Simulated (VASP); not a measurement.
Wanted: the native input for a VASP 6.6.1 run.

```yaml
Task: single point
Functional: PBEsol
Potentials_or_basis: VASP PAW PBE potentials, release 64 (Ti_sv, C)
Cutoff: 520 eV
k_mesh: 8 × 8 × 1
Occupations: gaussian, width 0.1 eV
Spin: no spin polarisation
Dipole_correction: yes
Further_INCAR_settings: ALGO = Normal; EDIFF = 1e-06; NBANDS = 34
```

The structure of Ti4C lies in POSCAR:

```
Ti4C
1.0
    3.2102321090      0.0000000000      0.0000000000
    0.0000000000      3.2102321090      0.0000000000
    0.0000000000      0.0000000000     20.1069940753
Ti C
4 1
Direct
    0.5000000000      0.5000000000      0.1989357527
    0.0000000000      0.0000000000      0.2787644953
    0.5000000000      0.5000000000      0.3538359372
    0.0000000000      0.0000000000      0.4280597111
    0.1250000000      0.5000000000      0.4686262213
```

One way to write it, as run:

INCAR

```
SYSTEM = Ti4C
  PREC = Accurate
  ENCUT = 520
  EDIFF = 1E-6
  ISMEAR = 0
  SIGMA = 0.1
  LREAL = .FALSE.
  LASPH = .TRUE.
  NELM = 80
  ALGO = Normal
  ISIF = 2
  LWAVE = .FALSE.
  LCHARG = .TRUE.
  LDIPOL = .TRUE.
  IDIPOL = 3
  DIPOL = 0.5 0.5 0.346
  GGA = PS
  LELF = .TRUE.
  LVHAR = .TRUE.
  LVACPOTAV = .TRUE.
  NBANDS = 34
```

KPOINTS

```
regular mesh
0
G
  8 8 1
  0 0 0
```

Potentials or basis: VASP PAW PBE potentials, release 64 (Ti_sv, C).

Launch:

```console
$ cat potpaw_PBE.64/Ti_sv/POTCAR potpaw_PBE.64/C/POTCAR > POTCAR
$ mpirun -np 1 vasp_std > vasp.out
```

Results of the run:

```yaml
Largest_force: 2.381 eV/Å
Band_gap_on_the_k_mesh: zero (band 26 reaches -0.04 eV, above the bottom of band 27 at -0.47 eV)
```

Caveat: the PAW data sets were made with another functional, which shifts forces and pressure a little.

Wall time 3.5 min on 1 thread of AMD EPYC 9R45 96-Core Processor (Zen 5), on a shared host, peak memory 0.33 GiB.
